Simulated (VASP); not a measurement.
Here is a VASP 6.6.1 calculation.

Contents of INCAR:

```
  PREC = Accurate
  ENCUT = 600
  EDIFF = 1E-6
  ISMEAR = -1
  SIGMA = 0.15
  LREAL = False
  LASPH = True
  NELM = 100
  ALGO = Normal
  ISIF = 3
  LWAVE = False
  LCHARG = False
  GGA = PS
  IBRION = 2
  NSW = 80
  EDIFFG = -0.001
```

Contents of KPOINTS:

```
regular mesh
0
Gamma
  15 15 12
```

POSCAR

```
HfB2
1.0
    3.1272667398      0.0000000000      0.0000000000
   -1.5636333699      2.7082924411      0.0000000000
    0.0000000000      0.0000000000      3.4471809898
Hf B
1 2
Direct
    0.0000000000      0.0000000000      0.0000000000
    0.3333333333      0.6666666667      0.5000000000
    0.6666666667      0.3333333333      0.5000000000
```

Potentials or basis: VASP PAW PBE potentials, release 64 (Hf_pv, B).

Launch:

```bash
$ cat potpaw_PBE.64/Hf_pv/POTCAR potpaw_PBE.64/B/POTCAR > POTCAR
$ mpirun -np 1 vasp_std > vasp.out
```

Task: What does it give for the band gap on the k mesh?

Result: Zero (band 8 reaches 8.43 eV, above the bottom of band 9 at 7.43 eV).

Final structure:
```
Hf B
1.0
     3.12691    0.00000    0.00000
    -1.56345    2.70798    0.00000
     0.00000    0.00000    3.44801
Hf B
1 2
Direct
  0.00000 0.00000 0.00000
  0.33333 0.66667 0.50000
  0.66667 0.33333 0.50000
```

Caveat: spin-orbit coupling is left out, which moves the levels of the heavy elements.
